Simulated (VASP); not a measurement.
# BeCd2S2 (P-6m2) in VASP: single point with PBE

Aim: the single point of BeCd2S2 with PBE.

All numbers are computed with VASP 6.6.1; they aren't measurements. Logs are shortened: lines on timing, memory, paths and dates and some standing lists are left out, and cuts for length are marked.

### 1 The cell of the first run

The structure is hexagonal, space group P-6m2 (No. 187). Conventional cell: a = 4.120 Å, b = 4.120 Å, c = 8.056 Å, α = 90.00°, β = 90.00°, γ = 120.00°. Within 3.1 Å of Be (site symmetry -6m2) lie 3 S at 2.38 Å. Cd (site symmetry 3m) has 6 S at 2.90 to 3.36 Å and 1 Cd at 3.31 Å and 3 Be at 3.36 Å within 3.8 Å. S (site symmetry -6m2) has 6 Cd at 2.90 Å within 3.8 Å. S (site symmetry -6m2) has 3 Be at 2.38 Å within 3.1 Å.

### 2 Single point, PBE

The input, INCAR:

```
SYSTEM = BeCd2S2
PREC     = Accurate       ! precision mode
ENCUT    = 520            ! plane-wave cutoff, eV
EDIFF    = 1E-7           ! SCF threshold, eV
ISMEAR   = 0              ! smearing method
SIGMA    = 0.1            ! smearing width, eV
LREAL    = .False.        ! projectors in reciprocal space
LASPH    = .True.         ! aspherical terms in the spheres
NELM     = 80             ! most SCF steps
ALGO     = Normal         ! electronic algorithm
ISIF     = 2              ! what is computed and relaxed
LWAVE    = .False.        ! write WAVECAR
LCHARG   = .False.        ! write CHGCAR
GGA      = PE             ! functional
NBANDS   = 27             ! bands
```

The input, KPOINTS:

```
Automatic mesh
0
Gamma
  6 6 2
  0 0 0
```

The input, POSCAR:

```
BeCd2S2
1.0
    4.1198827100      0.0000000000      0.0000000000
   -2.0599413500      3.5679230900      0.0000000000
    0.0000000000      0.0000000000      8.0563255900
Be Cd S
1 2 2
Direct
    0.6666666700      0.3333333300      0.0000000000
    0.0000000000      0.0000000000      0.7055339800
    0.0000000000      0.0000000000      0.2944660200
    0.6666666700      0.3333333300      0.5000000000
    0.3333333300      0.6666666700      0.0000000000
```

Potentials or basis: VASP PAW PBE potentials, release 64 (Be, Cd, S).

The run is started by

```console
> cat potpaw_PBE.64/Be/POTCAR potpaw_PBE.64/Cd/POTCAR potpaw_PBE.64/S/POTCAR > POTCAR
> mpirun -np 1 vasp_std > vasp.out
```

OUTCAR:

```text
SYSTEM = BeCd2S2
   PREC = Accurate
   ENCUT = 520
   EDIFF = 1E-7
   ISMEAR = 0
   LREAL = .False.
   LASPH = .True.
   NELM = 80
   ISIF = 2
   GGA = PE

 ion  position               nearest neighbor table
   1  0.667  0.333  0.000-   5 2.38   5 2.38   5 2.38
   2  0.000  0.000  0.706-   4 2.90   4 2.90   4 2.90   3 3.31
   3  0.000  0.000  0.294-   4 2.90   4 2.90   4 2.90   2 3.31
   4  0.667  0.333  0.500-   2 2.90   3 2.90   2 2.90   3 2.90   2 2.90   3 2.90
   5  0.333  0.667  0.000-   1 2.38   1 2.38   1 2.38

  LATTYP: Found a hexagonal cell.
 ALAT       =     4.1198827100
 C/A-ratio  =     1.9554745018

  Lattice vectors:

 A1 = (   4.1198827100,   0.0000000000,   0.0000000000)
 A2 = (  -2.0599413500,   3.5679230900,   0.0000000000)
 A3 = (   0.0000000000,   0.0000000000,   8.0563255900)

Analysis of symmetry for initial positions (statically):
=====================================================================
 Subroutine PRICEL returns:
 Original cell was already a primitive cell.

 Routine SETGRP: Setting up the symmetry group for a
 hexagonal supercell.

 Subroutine GETGRP returns: Found 12 space group operations
 (whereof 12 operations were pure point group operations)
 out of a pool of 24 trial point group operations.

The static configuration has the point symmetry D_3h.

Analysis of symmetry for dynamics (positions and initial velocities):
=====================================================================
 Subroutine PRICEL returns:
 Original cell was already a primitive cell.

 Routine SETGRP: Setting up the symmetry group for a
 hexagonal supercell.

 Subroutine GETGRP returns: Found 12 space group operations
 (whereof 12 operations were pure point group operations)
 out of a pool of 24 trial point group operations.

The dynamic configuration has the point symmetry D_3h.

 Subroutine INISYM returns: Found 12 space group operations
 (whereof 12 operations are pure point group operations),
 and found     1 'primitive' translations

----------------------------------------------------------------------------------------

                                     Primitive cell

  volume of cell :     118.4234

  direct lattice vectors                    reciprocal lattice vectors
     4.119882710  0.000000000  0.000000000     0.242725357  0.140137550  0.000000000
    -2.059941350  3.567923090  0.000000000     0.000000000  0.280275100  0.000000000
     0.000000000  0.000000000  8.056325590     0.000000000  0.000000000  0.124126066

  length of vectors
     4.119882710  4.119882710  8.056325590     0.280275100  0.280275100  0.124126066

  position of ions in fractional coordinates (direct lattice)
     0.666666670  0.333333330  0.000000000
     0.000000000  0.000000000  0.705533980
     0.000000000  0.000000000  0.294466020
     0.666666670  0.333333330  0.500000000
     0.333333330  0.666666670  0.000000000

  ion indices of the primitive-cell ions
   primitive index   ion index
                 1           1
                 2           2
                 3           3
                 4           4
                 5           5

----------------------------------------------------------------------------------------

 KPOINTS: Automatic mesh

Automatic generation of k-mesh.
 Grid dimensions read from file:
 generate k-points for:    6    6    2

 Generating k-lattice:

  Cartesian coordinates                     Fractional coordinates (reciprocal lattice)
     0.040454226  0.023356258  0.000000000     0.166666667  0.000000000  0.000000000
     0.000000000  0.046712517  0.000000000     0.000000000  0.166666667  0.000000000
     0.000000000  0.000000000  0.062063033     0.000000000  0.000000000  0.500000000

  Length of vectors
     0.046712517  0.046712517  0.062063033

  Shift w.r.t. Gamma in fractional coordinates (k-lattice)
     0.000000000  0.000000000  0.000000000

 Subroutine IBZKPT returns following result:
 ===========================================

 Found     14 irreducible k-points:

 Following reciprocal coordinates:
            Coordinates               Weight
  0.000000  0.000000  0.000000      1.000000
  0.166667  0.000000  0.000000      6.000000
  0.333333  0.000000  0.000000      6.000000
  0.500000  0.000000  0.000000      3.000000
  0.166667  0.166667  0.000000      6.000000
  0.333333  0.166667  0.000000     12.000000
  0.333333  0.333333  0.000000      2.000000
  0.000000  0.000000  0.500000      1.000000
  0.166667  0.000000  0.500000      6.000000
  0.333333  0.000000  0.500000      6.000000
  0.500000  0.000000  0.500000      3.000000
  0.166667  0.166667  0.500000      6.000000
  0.333333  0.166667  0.500000     12.000000
  0.333333  0.333333  0.500000      2.000000
   k-points           NKPTS =     14   k-points in BZ     NKDIM =     14   number of bands    NBANDS=     27
   number of dos      NEDOS =    301   number of ions     NIONS =      5
   total plane-waves  NPLWV =  61440
   dimension x,y,z NGX =    32 NGY =   32 NGZ =   60
   dimension x,y,z NGXF=    64 NGYF=   64 NGZF=  120
   ions per type =               1   2   2
   NGX,Y,Z   is equivalent  to a cutoff of  12.91, 12.91, 12.38 a.u.
   NGXF,Y,Z  is equivalent  to a cutoff of  25.83, 25.83, 24.76 a.u.
 SYSTEM =  BeCd2S2
   PREC   = accura    normal or accurate (medium, high low for compatibility)
   ISTART =      0    job   : 0-new  1-cont  2-samecut
   ICHARG =      2    charge: 1-file 2-atom 10-const
   ISPIN  =      1    spin polarized calculation?
   LNONCOLLINEAR =      F non collinear calculations
   LSORBIT =      F    spin-orbit coupling
   LASPH  =      T    aspherical Exc in radial PAW
   ENCUT  =  520.0 eV  38.22 Ry    6.18 a.u.   7.66  7.66 14.98*2*pi/ulx,y,z
   NELM   =     80;   NELMIN=  2; NELMDL= -5     # of ELM steps
   EDIFF  = 0.1E-06   stopping-criterion for ELM
   LREAL  =      F    real-space projection
   EDIFFG = 0.1E-05   stopping-criterion for IOM
   NSW    =      0    number of steps for IOM
   IBRION =     -1    ionic relax: 0-MD 1-quasi-New 2-CG
   NFREE  =      0    steps in history (QN), initial steepest desc. (CG)
   ISIF   =      2    stress and relaxation
   ISYM   =      2    0-nonsym 1-usesym 2-fastsym
   POTIM  = 0.5000    time-step for ionic-motion
   TEBEG  =    0.0;   TEEND  =   0.0 temperature during run
   PSTRESS=    0.0 pullay stress
   NELECT =      38.0000    total number of electrons
   NUPDOWN=      -1.0000    fix difference up-down
   EMIN   =  10.00;   EMAX   =-10.00  energy-range for DOS
   EFERMI =   0.00;   METHOD = LEGACY
   ISMEAR =     0;   SIGMA  =   0.10  broadening in eV -4-tet -1-fermi 0-gaus
   EFERMI_NEDOS =   21; number of points for ismear=-14 and -15
   IALGO  =     38    algorithm
   IMIX   =      4    mixing-type and parameters
     AMIX     =   0.40;   BMIX     =  1.00
     AMIX_MAG =   1.60;   BMIX_MAG =  1.00
  volume/ion in A,a.u.               =      23.68       159.83
  Fermi-wavevector in a.u.,A,eV,Ry     =   1.120788  2.117983 17.091181  1.256166
  Thomas-Fermi vector in A             =   2.257437
   LORBIT       =      0    0 simple, 1 ext, 2 COOP (PROOUT), +10 PAW based schemes
   GGA     = PE    functional components
   LHFCALC =     F    Hartree Fock is set to
   AEXX    =    0.0000 exact exchange contribution
   IVDW    =     0    specifies the selected vdW correction
   LEPSILON=     F    determine dielectric tensor
   LRPA    =     F    only Hartree local field effects (RPA)
 non-spin polarized calculation
 Gauss-broadening in eV      SIGMA  =   0.10
  energy-cutoff  :      520.00
  volume of cell :      118.42
 maximum number of plane-waves:      3215
 NGX is ok and might be reduce to    32
   NGX = 15   NGY = 15   NGZ = 29

 number of electron      38.0000014 magnetization

 Free energy of the ion-electron system (eV)
  ---------------------------------------------------
  ext. energy  EPLUGINS =         0.00000000
  ---------------------------------------------------
  free energy    TOTEN  =       -13.21755180 eV

  energy without entropy =      -13.19233021  energy(sigma->0) =      -13.20494100

 E-fermi :   2.4135     XC(G=0):  -9.1982

 val. band max:        2.3645721876   @ k =   0.3333   0.1667   0.5000
 cond. band min:       2.4295363816   @ k =   0.1667   0.0000   0.5000
 fundamental gap:      0.0649641940
 Fermi energy:         2.4134878680

 k-point     1 :       0.0000    0.0000    0.0000
  band No.  band energies     occupation
      1     -11.2310      2.00000
      2     -10.1016      2.00000
      3      -6.0083      2.00000
      4      -5.9435      2.00000
      5      -5.9435      2.00000
      6      -5.8307      2.00000
[... 19 lines left out ...]
     26       8.8141      0.00000
     27       8.8141      0.00000

 k-point     2 :       0.1667    0.0000    0.0000
  band No.  band energies     occupation
      1     -11.1321      2.00000
      2     -10.0324      2.00000
      3      -6.0017      2.00000
      4      -5.9420      2.00000
      5      -5.8831      2.00000
      6      -5.8435      2.00000
[... 19 lines left out ...]
     26       8.2294      0.00000
     27       8.2999      0.00000

 k-point     3 :       0.3333    0.0000    0.0000
  band No.  band energies     occupation
      1     -10.9187      2.00000
      2      -9.8842      2.00000
      3      -6.0025      2.00000
      4      -5.9589      2.00000
      5      -5.9090      2.00000
      6      -5.9032      2.00000
[... 19 lines left out ...]
     26       7.5498      0.00000
     27       8.4200      0.00000

 k-point     4 :       0.5000    0.0000    0.0000
  band No.  band energies     occupation
      1     -10.8031      2.00000
      2      -9.8035      2.00000
      3      -6.0183      2.00000
      4      -5.9716      2.00000
      5      -5.9403      2.00000
      6      -5.9340      2.00000
[... 19 lines left out ...]
     26       8.1882      0.00000
     27       8.8954      0.00000
[... 216 lines left out ...]
      4      -5.9544      2.00000
      5      -5.8612      2.00000
      6      -5.8497      2.00000
[... 19 lines left out ...]
     26       7.5434      0.00000
     27       7.6439      0.00000

 k-point    13 :       0.3333    0.1667    0.5000
  band No.  band energies     occupation
      1     -10.8041      2.00000
      2      -9.8049      2.00000
      3      -5.9938      2.00000
      4      -5.9574      2.00000
      5      -5.8734      2.00000
      6      -5.8657      2.00000
[... 19 lines left out ...]
     26       7.8676      0.00000
     27       8.3851      0.00000

 k-point    14 :       0.3333    0.3333    0.5000
  band No.  band energies     occupation
      1     -10.7461      2.00000
      2      -9.7640      2.00000
      3      -6.0295      2.00000
      4      -5.9504      2.00000
      5      -5.8713      2.00000
      6      -5.8303      2.00000
[... 19 lines left out ...]
     26       7.6701      0.00000
     27       7.9443      0.00000

------------------------ aborting loop because EDIFF is reached ----------------------------------------

  FORCE on cell =-STRESS in cart. coord.  units (eV):
  Direction    XX          YY          ZZ          XY          YZ          ZX
  --------------------------------------------------------------------------------------
  -------------------------------------------------------------------------------------
  Total       -6.9720483     -6.9720483     -2.2933379     -0.0000000     -0.0000000     -0.0000000
  in kB      -94.3264791    -94.3264792    -31.0271069     -0.0000001     -0.0000000     -0.0000000
  external PRESSURE =     -73.2266884 kB  Pullay stress =       0.0000000 kB

 VOLUME and BASIS-vectors are now :
 -----------------------------------------------------------------------------
  energy-cutoff  :      520.00
  volume of cell :      118.42
      direct lattice vectors                 reciprocal lattice vectors
     4.119882710  0.000000000  0.000000000     0.242725357  0.140137550  0.000000000
    -2.059941350  3.567923090  0.000000000     0.000000000  0.280275100  0.000000000
     0.000000000  0.000000000  8.056325590     0.000000000  0.000000000  0.124126066

 POSITION                                       TOTAL-FORCE (eV/Angst)
 -----------------------------------------------------------------------------------
      2.05994      1.18931      0.00000         0.000000      0.000000      0.000000
      0.00000      0.00000      5.68401         0.000000      0.000000     -0.344825
      0.00000      0.00000      2.37231         0.000000      0.000000      0.344825
      2.05994      1.18931      4.02816         0.000000      0.000000      0.000000
     -0.00000      2.37862      0.00000        -0.000000      0.000000      0.000000
 -----------------------------------------------------------------------------------
    total drift:                                0.000002     -0.000001     -0.000000

  FREE ENERGIE OF THE ION-ELECTRON SYSTEM (eV)
  ---------------------------------------------------
  free  energy   TOTEN  =       -13.2175517959 eV

  energy  without entropy=      -13.1923302137  energy(sigma->0) =      -13.20494100
```

It took 93 s on 1 thread of AMD EPYC 7R13, shared host; peak memory 0.21 GiB.

Results:

| Quantity | Value |
| --- | --- |
| Free energy | -13.2176 eV |
| Pressure | -7.3 GPa |
| Largest force | 0.345 eV/Å |
| Band gap on the k mesh | zero (band 19 reaches 2.79 eV, above the bottom of band 20 at 1.84 eV) |

Forces in eV/Å, atoms in the order of the input:
```
Be   0.000  0.000  0.000
Cd   0.000  0.000 -0.345
Cd   0.000  0.000  0.345
S    0.000  0.000  0.000
S    0.000  0.000  0.000
```

Caveat: the k points lie up to 0.39 Å⁻¹ apart.
